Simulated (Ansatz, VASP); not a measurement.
**Two plane-wave programs on Na**

Contents of INCAR:

```
SYSTEM = Na
PREC = Accurate
ENCUT = 520
EDIFF = 1E-7
ISMEAR = -1
SIGMA = 0.1
LREAL = .FALSE.
LASPH = .TRUE.
NELM = 80
ALGO = Normal
ISIF = 2
LWAVE = .FALSE.
LCHARG = .FALSE.
GGA = PE
NBANDS = 10
```

File KPOINTS:

```
Automatic mesh
0
G
  5 5 5
  0 0 0
```

The input POSCAR:

```
Na
1.0
   -2.0985562613      2.0985562613      2.0985562613
    2.0985562613     -2.0985562613      2.0985562613
    2.0985562613      2.0985562613     -2.0985562613
Na
1
Direct
    0.0000000000      0.0000000000      0.0000000000
```

Input for Ansatz:

```yaml
crystal:
  lattice:
    - [-2.0985562613, 2.0985562613, 2.0985562613]
    - [2.0985562613, -2.0985562613, 2.0985562613]
    - [2.0985562613, 2.0985562613, -2.0985562613]
  atoms:
    - { symbol: Na, position: [0.0, 0.0, 0.0] }
hamiltonian:
  xc: pbe
  pseudopotentials:
    kind: paw
    azcp:
      Na: "pseudopotentials/Na.paw.azcp"
basis:
  ecutwfc: 420
  fft_grid_basis: typed
kpoints:
  mp_grid: { grid: [5, 5, 5], shift: [0, 0, 0] }
magnetization:
  spin_polarized: false
scf:
  occupations: { method: fermi_dirac, width: 0.1 }
  lower_state_search: "off"
output:
  stress: true
```

Alike in both runs: task single point; functional PBE; k mesh 5 × 5 × 5; occupations fermi-dirac, width 0.1 eV; no spin polarisation.

|  | VASP | Ansatz |
| --- | --- | --- |
| version | VASP 6.6.1 | Ansatz 0.2.0 |
| potentials or method | VASP PAW PBE potentials, release 64 (Na_pv), cutoff 520 eV | plane waves (420 eV) with PAW, scalar-relativistic |
| valence electrons in the cell | 7 | 9 |

|  | VASP | Ansatz | Ansatz less VASP |
| --- | --- | --- | --- |
| pressure (GPa) | 0.0 | 0.0 | 0.00 |

VASP's potentials hold 7 valence electrons a cell and Ansatz's 9, so a difference there can come from the potentials and not from the codes.

The k mesh is coarse, so the values compare programs but aren't converged.
